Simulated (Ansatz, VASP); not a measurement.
## One calculation of Be2ZnSe3, two programs

```
Be Zn Se
1.0
     7.13496    0.00000    0.00000
    -3.56748    6.17906    0.00000
     0.00000    0.00000    2.89129
Be Zn Se
2 1 3
Direct
  0.66667 0.33333 0.71692
  0.33333 0.66667 0.71692
  0.00000 0.00000 0.93582
  0.00000 0.50000 0.93344
  0.50000 0.00000 0.93344
  0.50000 0.50000 0.93344
```

Change from the starting cell: species swapped into the NaSn2Pd3 type (P6mm, No. 183).

Alike in both runs: task relaxation of cell and atoms; functional PBE; k mesh 3 × 3 × 6; occupations gaussian, width 0.1 eV; no spin polarisation.

```csv
,VASP,Ansatz
version,VASP 6.6.1,Ansatz 0.2.0
potentials or method,"VASP PAW PBE potentials, release 64 (Be, Zn, Se), cutoff 600 eV","scalar-relativistic, plane waves, PAW"
valence electrons in the cell,34,64
```

VASP gave:

| Quantity | Value |
| --- | --- |
| gap on the k mesh at the Fermi level, each at its own relaxed structure (eV) | none |
| relaxed volume (Å³/atom) | 22.08 |
| relaxed length of the cell vector where the two differ most in proportion (Å) | 3.107 |

Problem. Estimate Ansatz's values.

Solution. gap on the k mesh at the Fermi level, each at its own relaxed structure (eV): none; relaxed volume (Å³/atom): 22.08; relaxed length of the cell vector where the two differ most in proportion (Å): 3.109.

A gap of «none» marks a metal or a gap that the smearing closes. VASP's potentials hold 34 valence electrons a cell and Ansatz's 64, so a difference there can come from the potentials and not from the codes.

The k mesh is coarse, so the values compare programs but aren't converged.
